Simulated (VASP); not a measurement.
Sn5Ge12, 17 atoms in the cell. The cell holds a disordered packing, 17 atoms: a = 7.082 Å, b = 7.723 Å, c = 7.545 Å, α = 95.21°, β = 89.49°, γ = 91.15°. 

- Program: VASP 6.6.1
- Task: molecular dynamics
- Functional: PBE
- Potentials or basis: VASP PAW PBE potentials, release 64 (Sn_d, Ge_d)
- Cutoff: 350 eV
- k mesh: 1 × 1 × 1, shifted
- Occupations: fermi-dirac, width 0.1861 eV
- Spin: no spin polarisation
- Dipole correction: no

Potentials or basis: VASP PAW PBE potentials, release 64 (Sn_d, Ge_d).

Launch:

```sh
$ cat potpaw_PBE.64/Sn_d/POTCAR potpaw_PBE.64/Ge_d/POTCAR > POTCAR
$ mpirun -np 1 vasp_std > vasp.out
```

Hardware: 1 thread of AMD EPYC 7R13 Processor (Zen 3), on a shared host.

Task: How long does it take, and how much memory?

Result: It took 12 min on 1 thread of AMD EPYC 7R13 Processor (Zen 3) (shared host), peak memory 0.23 GiB. Counts: scf iterations 266, k points 1, ion steps 40.
